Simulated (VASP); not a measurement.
Here is a VASP 6.6.1 calculation.

File INCAR:

```
SYSTEM = HfTi2B6
PREC = Accurate ; ENCUT = 600
EDIFF = 1E-6 ; ISMEAR = 0
SIGMA = 0.1 ; LREAL = .FALSE.
LASPH = .TRUE. ; NELM = 100
ALGO = Normal ; ISIF = 3
LWAVE = .FALSE. ; LCHARG = .FALSE.
GGA = PE ; IBRION = 2
NSW = 100 ; EDIFFG = -0.01
```

Contents of KPOINTS:

```
regular mesh
0
G
  8 8 8
  0 0 0
```

Contents of POSCAR:

```
HfTi2B6
1.0
    0.0000000000      4.0666115452      4.0666115452
    4.0666115452      0.0000000000      4.0666115452
    4.0666115452      4.0666115452      0.0000000000
Hf Ti B
1 2 6
Direct
    0.5000000000      0.5000000000      0.5000000000
    0.7500000000      0.7500000000      0.7500000000
    0.2500000000      0.2500000000      0.2500000000
    0.0000000000      0.0000000000      0.5000000000
    0.5000000000      0.5000000000      0.0000000000
    0.0000000000      0.5000000000      0.0000000000
    0.5000000000      0.0000000000      0.0000000000
    0.5000000000      0.0000000000      0.5000000000
    0.0000000000      0.5000000000      0.5000000000
```

Potentials or basis: VASP PAW PBE potentials, release 64 (Hf_pv, Ti_sv, B).

Command:

```console
$ cat potpaw_PBE.64/Hf_pv/POTCAR potpaw_PBE.64/Ti_sv/POTCAR potpaw_PBE.64/B/POTCAR > POTCAR
$ mpirun -np 1 vasp_std > vasp.out
```

(1) Predict the band gap on the k mesh.

## Answers

(1) zero (band 26 reaches 3.38 eV, above the bottom of band 27 at 3.20 eV).

Caveat: the relaxation stopped at its first step, so nothing moved; spin-orbit coupling is left out, which moves the levels of the heavy elements.
